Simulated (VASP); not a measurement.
# MoS2: single point with PBEsol

MoS2:

```
Mo S
1.0
     3.22747    0.00000    0.00000
    -1.61373    2.79507    0.00000
     0.00000    0.00000    6.31247
Mo S
1 2
Direct
  0.00000 0.00000 0.50000
  0.33333 0.66667 0.25532
  0.66667 0.33333 0.74468
```

```
Program                : VASP 6.6.1
Task                   : single point
Functional             : PBEsol
Potentials or basis    : VASP PAW PBE potentials, release 64 (Mo_sv, S)
Cutoff                 : 520 eV
k mesh                 : 10 × 10 × 5
Occupations            : methfessel-paxton, width 0.15 eV
Spin                   : no spin polarisation
Dipole correction      : no
Further INCAR settings : ALGO = Normal; EDIFF = 1e-06; NBANDS = 20
```

```yaml
Pressure: -3.4 GPa
Largest_force: 0.017 eV/Å
Band_gap_on_the_k_mesh: zero (band 13 reaches 7.24 eV, above the bottom of band 14 at 6.47 eV)
```

Forces in eV/Å, atoms in the order of the input:
```
Mo   0.000  0.000  0.000
S    0.000  0.000 -0.017
S    0.000  0.000  0.017
```

Stress tensor (GPa, compression positive):
```
-4.71  0.00  0.00
 0.00 -4.71  0.00
 0.00  0.00 -0.70
```

Levels at points of the mesh, in eV from the Fermi level:
| k point | band 11 | band 12 | band 13 | band 14 | band 15 | band 16 |
| --- | --- | --- | --- | --- | --- | --- |
| (0.00, 0.00, 0.00) | -1.17 | -1.04 | -1.04 | -0.38 | -0.38 | 3.13 |
| (0.50, 0.00, 0.00) | -3.28 | -1.84 | -1.82 | 0.85 | 1.62 | 3.56 |

Wall time 18 s on 1 thread of Intel(R) Xeon(R) 6975P-C (Granite Rapids) (shared host), peak memory 0.2 GiB.

Caveat: the PAW data sets were made with another functional, which shifts forces and pressure a little; this functional lacks dispersion, which binds the layers, so the pressure and a relaxed spacing across them are unreliable.
